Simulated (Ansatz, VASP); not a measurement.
**One calculation of AlGa3P4, two programs**

```
Al Ga P
1.0
     3.89556    0.00000    0.00000
     0.00000    3.89556    0.00000
     0.00000    0.00000   11.00713
Al Ga P
1 3 4
Direct
  0.00000 0.00000 0.00000
  0.50000 0.50000 0.25003
  0.00000 0.00000 0.50000
  0.50000 0.50000 0.74997
  0.50000 0.00000 0.12444
  0.00000 0.50000 0.37505
  0.50000 0.00000 0.62495
  0.00000 0.50000 0.87556
```

Alike in both runs: functional PBE; k mesh 8 × 8 × 4; occupations gaussian, width 0.02 eV; no spin polarisation.

Ansatz relaxed the structure, and its values are those at the end. VASP's run is a single point on that final structure, the one shown.

|  | VASP | Ansatz |
| --- | --- | --- |
| version | VASP 6.6.1 | Ansatz 0.2.0 |
| potentials or method | VASP PAW PBE potentials, release 64 (Al, Ga_d, P), cutoff 520 eV | scalar-relativistic, plane waves, PAW |
| valence electrons in the cell | 62 | 62 |

```csv
,VASP,Ansatz,Ansatz less VASP
gap on the k mesh at the Fermi level (eV),1.62,1.62,+0.002
least direct gap on the mesh (eV),1.69,1.69,+0.001
pressure (GPa),0.0,0.0,+0.03
```

The functional is the same, so the differences come from potentials, cutoffs and numerics.
